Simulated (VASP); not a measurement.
# ZrC (I4mm) in VASP: a series of runs, part 2 of 2

VASP 6.6.1.

### Step 4. Single point, PBE (all C atoms moved +0.013 Å, as atom 2 along Cartesian [0 0 1])

Input file INCAR:

```
ALGO = Normal ; EDIFF = 1E-6
ENCUT = 520 ; GGA = PE
ISIF = 2 ; ISMEAR = 0
LASPH = T ; LCHARG = T
LELF = T ; LREAL = F
LVHAR = T ; LWAVE = F
NBANDS = 15 ; NELM = 60
PREC = Accurate ; SIGMA = 0.15
```

Input file KPOINTS:

```
k-points
0
Gamma
  18 18 18
```

Input file POSCAR:

```
ZrC
1.0
    0.0000000000      2.3502100000      2.3502100000
    2.3502100000      0.0000000000      2.3502100000
    2.3502100000      2.3502100000      0.0000000000
Zr C
1 1
Direct
    0.5000000000      0.5000000000      0.5000000000
    0.0026593368      0.0026593368     -0.0026593368
```

Potentials or basis: VASP PAW PBE potentials, release 64 (Zr_sv, C).

Run with:

```
$ cat potpaw_PBE.64/Zr_sv/POTCAR potpaw_PBE.64/C/POTCAR > POTCAR
$ mpirun -np 1 vasp_std > vasp.out
```

OUTCAR:

```text
EDIFF = 1E-6
   ENCUT = 520
   GGA = PE
   ISIF = 2
   ISMEAR = 0
   LASPH = T
   LREAL = F
   NELM = 60
   PREC = Accurate

 ion  position               nearest neighbor table
   1  0.500  0.500  0.500-   2 2.34   2 2.35   2 2.35   2 2.35   2 2.35   2 2.36
   2  0.003  0.003  0.997-   1 2.34   1 2.35   1 2.35   1 2.35   1 2.35   1 2.36

  LATTYP: Found a face centered cubic cell.
 ALAT       =     4.7004200000

  Lattice vectors:

 A1 = (   0.0000000000,   2.3502100000,   2.3502100000)
 A2 = (   2.3502100000,   0.0000000000,   2.3502100000)
 A3 = (   2.3502100000,   2.3502100000,   0.0000000000)

Analysis of symmetry for initial positions (statically):
=====================================================================
 Subroutine PRICEL returns:
 Original cell was already a primitive cell.

 Routine SETGRP: Setting up the symmetry group for a
 face centered cubic supercell.

 Subroutine GETGRP returns: Found  8 space group operations
 (whereof  8 operations were pure point group operations)
 out of a pool of 48 trial point group operations.

The static configuration has the point symmetry C_4v.

Analysis of symmetry for dynamics (positions and initial velocities):
=====================================================================
 Subroutine PRICEL returns:
 Original cell was already a primitive cell.

 Routine SETGRP: Setting up the symmetry group for a
 face centered cubic supercell.

 Subroutine GETGRP returns: Found  8 space group operations
 (whereof  8 operations were pure point group operations)
 out of a pool of 48 trial point group operations.

The dynamic configuration has the point symmetry C_4v.

 Subroutine INISYM returns: Found  8 space group operations
 (whereof  8 operations are pure point group operations),
 and found     1 'primitive' translations

----------------------------------------------------------------------------------------

                                     Primitive cell

  volume of cell :      25.9627
[... 119 lines left out ...]
   LRPA    =     F    only Hartree local field effects (RPA)
 non-spin polarized calculation
 Gauss-broadening in eV      SIGMA  =   0.15
  energy-cutoff  :      520.00
  volume of cell :       25.96
 maximum number of plane-waves:       725
 NGX is ok and might be reduce to    28
   NGX = 13   NGY = 13   NGZ = 13

 number of electron      16.0000000 magnetization

 Free energy of the ion-electron system (eV)
  ---------------------------------------------------
  ext. energy  EPLUGINS =         0.00000000
  ---------------------------------------------------
  free energy    TOTEN  =       -19.46204969 eV

  energy without entropy =      -19.45843802  energy(sigma->0) =      -19.46024385

 E-fermi :   9.6235     XC(G=0): -12.1333

 val. band max:        9.6217035556   @ k =   0.4444   0.4444   0.0000
 cond. band min:       9.6255515421   @ k =   0.0000   0.4444   0.4444
 fundamental gap:      0.0038479865
 Fermi energy:         9.6235426373

 k-point     1 :       0.0000    0.0000    0.0000
  band No.  band energies     occupation
      1     -38.4928      2.00000
      2     -16.2033      2.00000
      3     -16.2032      2.00000
      4     -16.2032      2.00000
      5      -1.6935      2.00000
      6      10.5194      0.00000
      7      10.5194      0.00000
      8      10.5429      0.00000
      9      10.7068      0.00000
     10      10.7356      0.00000
     11      10.7356      0.00000
     12      12.4249      0.00000
     13      12.4310      0.00000
     14      16.9209      0.00000
[... 401 lines left out ...]
      2     -16.9244      2.00000
      3     -16.2859      2.00000
      4     -16.2758      2.00000
      5       0.6485      2.00000
      6       5.2298      2.00000
      7       6.9514      2.00000
      8       7.1354      2.00000
      9      12.7568      0.00000
     10      13.6806      0.00000
     11      13.8929      0.00000
     12      17.8399      0.00000
     13      18.0396      0.00000
     14      19.0894      0.00000
     15      23.8424      0.00000

 [... further k-points ...]

------------------------ aborting loop because EDIFF is reached ----------------------------------------

  FORCE on cell =-STRESS in cart. coord.  units (eV):
  Direction    XX          YY          ZZ          XY          YZ          ZX
  --------------------------------------------------------------------------------------
  -------------------------------------------------------------------------------------
  Total        0.2345784      0.2345784      0.2409997      0.0000000     -0.0000000      0.0000000
  in kB       14.4759983     14.4759983     14.8722661      0.0000000     -0.0000000      0.0000000
  external PRESSURE =      14.6080876 kB  Pullay stress =       0.0000000 kB

 VOLUME and BASIS-vectors are now :
 -----------------------------------------------------------------------------
  energy-cutoff  :      520.00
  volume of cell :       25.96
      direct lattice vectors                 reciprocal lattice vectors
     0.000000000  2.350210000  2.350210000    -0.212746946  0.212746946  0.212746946
     2.350210000  0.000000000  2.350210000     0.212746946 -0.212746946  0.212746946
     2.350210000  2.350210000  0.000000000     0.212746946  0.212746946 -0.212746946

 POSITION                                       TOTAL-FORCE (eV/Angst)
 -----------------------------------------------------------------------------------
      2.35021      2.35021      2.35021         0.000000      0.000000      0.087572
      2.35021      2.35021      0.01250         0.000000      0.000000     -0.087572
 -----------------------------------------------------------------------------------
    total drift:                               -0.000000     -0.000000     -0.000005

  FREE ENERGIE OF THE ION-ELECTRON SYSTEM (eV)
  ---------------------------------------------------
  free  energy   TOTEN  =       -19.4620496899 eV

  energy  without entropy=      -19.4584380188  energy(sigma->0) =      -19.46024385
```

stdout:

```text
POSCAR found type information on POSCAR ZrC
 POSCAR found :  2 types and       2 ions
 scaLAPACK will be used
 LDA part: xc-table for (Slater+PW92), standard interpolation
 POSCAR, INCAR and KPOINTS ok, starting setup
 FFT: planning ... GRIDC
 FFT: planning ... GRID_SOFT
 FFT: planning ... GRID
 WAVECAR not read
 entering main loop
```

Wall time 1.7 min (1 thread of Intel Xeon 6975P-C (Granite Rapids), shared host); peak memory 0.31 GiB.

Results:

```yaml
Free_energy: -19.4620 eV
Pressure: 1.5 GPa
Largest_force: 0.088 eV/Å
Band_gap_on_the_k_mesh: zero (bands 8 and 9 overlap by 1.29 eV)
```

Forces on the atoms (eV/Å):
```
Zr   0.000  0.000  0.088
C    0.000  0.000 -0.088
```

Levels at points of the mesh, in eV from the Fermi level:
```
           k point  band 6  band 7  band 8  band 9  band 10  band 11
(0.00, 0.00, 0.00)    0.90    0.90    0.92    1.08     1.11     1.11
(0.50, 0.00, 0.00)   -5.31   -2.94   -2.94    4.49     4.49     5.32
(0.50, 0.50, 0.00)   -2.07   -1.77    0.05    0.05     4.44     5.65
(0.00, 0.50, 0.50)   -2.07   -1.77    0.05    0.05     4.44     5.65
```

Caveat: the cell differs from its parent crystal (all C atoms moved +0.013 Å, as atom 2 along Cartesian [0 0 1]).

### Step 5. Summary

| cell | gap on the mesh (eV) | pressure (GPa) | largest force (eV/Å) |
| --- | --- | --- | --- |
| as given, atomic positions A | none | 1.7 | 0.43 |
| as given, atomic positions B | none | 1.6 | 0.26 |
| as given, atomic positions C | none | 1.5 | 0.09 |

Alike in all rows: task single point; level PBE; potentials or basis VASP PAW PBE potentials, release 64 (Zr_sv, C); no spin polarisation; k mesh 18 × 18 × 18; cutoff (eV) 520; smearing gaussian 0.15 eV.

Absolute energies hang on the potentials; compare differences alone.
